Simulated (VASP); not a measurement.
Input of a VASP 6.6.1 run:

The input INCAR:

```
PREC = Accurate
ENCUT = 520
EDIFF = 1E-8
ISMEAR = -1
SIGMA = 0.05
LREAL = False
LASPH = True
NELM = 80
ALGO = Normal
ISIF = 2
LWAVE = False
LCHARG = False
LEFG = True
NBANDS = 18
```

The input KPOINTS:

```
regular mesh
0
Gamma
  10 10 10
```

The input POSCAR:

```
ScPt
1.0
    3.3354000000      0.0000000000      0.0000000000
    0.0000000000      3.3354000000      0.0000000000
    0.0000000000      0.0000000000      3.2700000000
Sc Pt
1 1
Direct
    0.5000000000      0.5000000000      0.5000000000
    0.0000000000      0.0000000000      0.0000000000
```

Potentials or basis: VASP PAW LDA potentials, release 64 (Sc_sv, Pt).

Run with:

```bash
$ cat potpaw_LDA.64/Sc_sv/POTCAR potpaw_LDA.64/Pt/POTCAR > POTCAR
$ mpirun -np 1 vasp_std > vasp.out
```

Task: Predict the pressure.

Result: -9.9 GPa.

Electric field gradients, principal values (V/Å²):
| atom | least | middle | greatest (by size) |
| --- | --- | --- | --- |
| 1 Sc | -1.010 | -1.010 | 2.019 |
| 2 Pt | -1.415 | -1.415 | 2.829 |

Caveat: the cell differs from its parent crystal (equal xx and yy strain of +2 %); without QUAD_EFG the Cq values of the log hold for a quadrupole moment of 1 mb, not for the nuclei.
